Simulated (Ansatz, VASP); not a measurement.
## Na4H: VASP beside Ansatz

Contents of INCAR:

```
SYSTEM = Na4H
PREC = Accurate
ENCUT = 520
EDIFF = 1E-6
ISMEAR = 0
SIGMA = 0.1
LREAL = .False.
LASPH = .True.
NELM = 100
ALGO = Normal
ISIF = 2
LWAVE = .False.
LCHARG = .True.
LDIPOL = .True.
IDIPOL = 3
DIPOL = 0.5 0.5 0.292
GGA = PE
LELF = .True.
LVHAR = .True.
LVACPOTAV = .True.
NBANDS = 40
```

Contents of KPOINTS:

```
regular mesh
0
Gamma
  4 4 1
  0 0 0
```

Contents of POSCAR:

```
Na4H
1.0
    7.2665057608      0.0000000000      0.0000000000
   -2.4221685869      6.8509273320      0.0000000000
    0.0000000000      0.0000000000     20.9665385532
Na H
8 2
Direct
    0.2500000000      0.2500000000      0.1907801800
    0.2500000000      0.7500000000      0.1907801800
    0.7500000000      0.2500000000      0.1907801800
    0.7500000000      0.7500000000      0.1907801800
    0.0000000000      0.0000000000      0.3322693699
    0.0000000000      0.5000000000      0.3322693699
    0.5000000000      0.0000000000      0.3322693699
    0.5000000000      0.5000000000      0.3322693699
   -0.0447257610      0.7500000000      0.4147817977
    0.0447257610      0.7500000000      0.4147817977
```

Input for Ansatz:

```yaml
crystal:
  lattice:
    - [7.2665057608, 0.0, 0.0]
    - [-2.4221685869, 6.850927332, 0.0]
    - [0.0, 0.0, 20.9665385532]
  atoms:
    - { symbol: Na, position: [0.25, 0.25, 0.19078018] }
    - { symbol: Na, position: [0.25, 0.75, 0.19078018] }
    - { symbol: Na, position: [0.75, 0.25, 0.19078018] }
    - { symbol: Na, position: [0.75, 0.75, 0.19078018] }
    - { symbol: Na, position: [0.0, 0.0, 0.3322693699] }
    - { symbol: Na, position: [0.0, 0.5, 0.3322693699] }
    - { symbol: Na, position: [0.5, 0.0, 0.3322693699] }
    - { symbol: Na, position: [0.5, 0.5, 0.3322693699] }
    - { symbol: H, position: [-0.044725761, 0.75, 0.4147817977] }
    - { symbol: H, position: [0.044725761, 0.75, 0.4147817977] }
basis:
  ecutwfc: 420
kpoints:
  mp_grid: { grid: [4, 4, 1] }
hamiltonian:
  xc: pbe
scf:
  occupations: { method: gaussian, width: 0.1 }
output:
  forces: true
  eigenvalues: true
efield:
  axis: 3
  dipole_correction: true
  ramp_width: 0.04
```

Alike in both runs: task single point; functional PBE; k mesh 4 × 4 × 1; occupations gaussian, width 0.1 eV; no spin polarisation.

|  | VASP | Ansatz |
| --- | --- | --- |
| version | VASP 6.6.1 | Ansatz 0.2.0 |
| potentials or method | VASP PAW PBE potentials, release 64 (Na_pv, H), cutoff 520 eV | scalar-relativistic, plane waves, PAW |
| valence electrons in the cell | 58 | 74 |

Ansatz gave:

| Property | Result |
| --- | --- |
| gap on the k mesh at the Fermi level (eV) | none |
| rms of the force components (eV/Å) | 1.309 |
| work function, face that differs most (eV) | 2.62 |

Task: Estimate VASP's values.

Result: gap on the k mesh at the Fermi level (eV): none; rms of the force components (eV/Å): 1.318; work function, face that differs most (eV): 2.62.

Atom by atom the forces differ by 0.009 eV/Å (rms over components). A gap of «none» marks a metal or a gap that the smearing closes. The functional is the same, so the differences come from potentials, cutoffs and numerics. VASP's potentials hold 58 valence electrons a cell and Ansatz's 74, so a difference there can come from the potentials and not from the codes.
